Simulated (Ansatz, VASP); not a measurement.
Two plane-wave programs on Ti

```
CELL_PARAMETERS angstrom
2.92738 0.00000 0.00000
-1.46369 2.53519 0.00000
0.00000 0.00000 4.75260
ATOMIC_POSITIONS crystal
Ti 0.33333 0.66667 0.25000
Ti 0.66667 0.33333 0.75000
```

Alike in both runs: task single point; functional PBEsol; k mesh 9 × 9 × 4; occupations gaussian, width 0.1 eV; no spin polarisation.

```csv
,VASP,Ansatz
version,VASP 6.6.1,Ansatz 0.2.0
potentials or method,"VASP PAW PBE potentials, release 64 (Ti_sv), cutoff 520 eV","scalar-relativistic, plane waves, PAW"
valence electrons in the cell,24,24
```

```tsv
	VASP	Ansatz	Ansatz less VASP
gap on the k mesh at the Fermi level (eV)	none	none	-
pressure (GPa)	-6.1	-5.8	+0.21
traceless stress, the component that is largest in VASP (GPa)	-2.46	-2.45	+0.011
```

VASP's potentials were made for PBE, not for PBEsol. A gap of «none» marks a metal or a gap that the smearing closes.
